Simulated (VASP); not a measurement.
AlRu: single point with PBEsol

The system is AlRu.

```
Al Ru
1.0
     2.97633    0.00000    0.00000
     0.00000    2.97633    0.00000
     0.00000    0.00000    5.95265
Al Ru
2 2
Direct
  0.00000 0.00000 0.00000
  0.00000 0.00000 0.50000
  0.47930 0.50000 0.25000
  0.52070 0.50000 0.75000
```

This cell differs from its parent crystal: mode 4 frozen in at -0.062 Å and mode 12 at +0.000 Å (largest displacements).

```
Program             : VASP 6.6.1
Task                : single point
Functional          : PBEsol
Potentials or basis : VASP PAW PBE potentials, release 64 (Al, Ru_pv)
Cutoff              : 520 eV
k mesh              : 16 × 16 × 8
Occupations         : gaussian, width 0.15 eV
Spin                : no spin polarisation
```

| Property | Result |
| --- | --- |
| Pressure | 0.5 GPa |
| Largest force | 0.615 eV/Å |
| Band gap on the k mesh | zero (band 17 reaches 12.69 eV, above the bottom of band 18 at 9.60 eV) |

Forces in eV/Å, atoms in the order of the input:
```
Al   0.000  0.000  0.000
Al   0.000  0.000  0.000
Ru   0.615  0.000  0.000
Ru  -0.615  0.000  0.000
```

Stress tensor (GPa, compression positive):
```
0.34 0.00 0.00
0.00 0.52 0.00
0.00 0.00 0.53
```

Levels at points of the mesh, in eV from the Fermi level:
```
           k point  band 14  band 15  band 16  band 17  band 18  band 19  band 20  band 21
(0.00, 0.00, 0.00)    -1.62     0.15     0.17     0.18     0.44     2.29     6.13     6.14
(0.50, 0.00, 0.00)    -1.37    -1.23    -1.21    -1.20     0.43     1.53     2.34     5.31
(0.00, 0.50, 0.00)    -1.40    -1.34    -1.21    -1.18     0.43     1.54     2.32     5.34
(0.50, 0.50, 0.00)    -1.25    -1.22     1.56     1.65     1.66     2.74     4.09     4.12
(0.00, 0.00, 0.50)    -0.88    -0.86    -0.86     0.31     0.31     3.16     3.16     7.97
(0.50, 0.00, 0.50)    -1.57    -1.44    -1.44    -0.48    -0.48     2.17     2.17     7.20
(0.00, 0.50, 0.50)    -1.70    -1.38    -1.38    -0.47    -0.47     2.17     2.17     7.44
(0.50, 0.50, 0.50)    -1.40     1.60     1.60     1.86     1.86     1.89     1.89     4.72
```

Wall time 5.2 min on 1 thread of Intel Xeon 6975P-C (shared host), peak memory 0.52 GiB.

Caveat: the cell differs from its parent crystal (mode 4 frozen in at -0.062 Å and mode 12 at +0.000 Å (largest displacements)); the PAW data sets were made with another functional, which shifts forces and pressure a little.
